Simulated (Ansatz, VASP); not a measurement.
# One calculation of PtSe, two programs

The input INCAR:

```
PREC = Accurate
ENCUT = 520
EDIFF = 1E-7
ISMEAR = -1
SIGMA = 0.1
LREAL = F
LASPH = T
NELM = 60
ALGO = Normal
ISIF = 2
LWAVE = F
LCHARG = F
GGA = PS
NBANDS = 15
```

The input KPOINTS:

```
Automatic mesh
0
Gamma
  13 13 13
```

File POSCAR:

```
PtSe
1.0
    0.0000000000      2.8070242801      2.8070242801
    2.8070242801      0.0000000000      2.8070242801
    2.8070242801      2.8070242801      0.0000000000
Pt Se
1 1
Direct
    0.0000000000      0.0000000000      0.0000000000
    0.2500000000      0.2500000000      0.2500000000
```

Input for Ansatz:

```yaml
crystal:
  lattice:
    - [0.0, 2.8070242801, 2.8070242801]
    - [2.8070242801, 0.0, 2.8070242801]
    - [2.8070242801, 2.8070242801, 0.0]
  atoms:
    - { symbol: Pt, position: [0.0, 0.0, 0.0] }
    - { symbol: Se, position: [0.25, 0.25, 0.25] }
kpoints:
  mp_grid: { grid: [13, 13, 13] }
  band_path:
    path:
      - [0.0, 0.0, 0.0]
      - [-0.5, -0.5, 0.0]
      - [-0.375, -0.375, 0.25]
      - [-0.375, 0.0, 0.375]
      - [0.0, 0.0, 0.0]
      - [0.0, 0.0, 0.5]
      - [-0.5, -0.25, 0.25]
      - [-0.5, -0.5, 0.0]
    npoints: 14
scf:
  occupations: { method: fermi_dirac, width: 0.1 }
hamiltonian:
  xc: pbesol
  pseudopotentials: { kind: all_electron, lapw: { basis_error: 0.001 } }
output:
  forces: true
  stress: true
  eigenvalues: true
  populations: true
  dos: { projected: true, de: 0.2, e_range: [-14, 8] }
```

Alike in both runs: task single point; functional PBEsol; k mesh 13 × 13 × 13; occupations fermi-dirac, width 0.1 eV; no spin polarisation.

```csv
,VASP,Ansatz
version,VASP 6.6.1,Ansatz 0.2.0
potentials or method,"VASP PAW PBE potentials, release 64 (Pt, Se), cutoff 520 eV","all-electron LAPW, scalar-relativistic"
```

VASP gave:

- pressure (GPa): 0.1

Estimate Ansatz's values.

pressure (GPa): 0.0.

VASP's potentials were made for PBE, not for PBEsol. Ansatz ran all-electron here, and VASP with PAW potentials.

Spin-orbit coupling is off throughout.
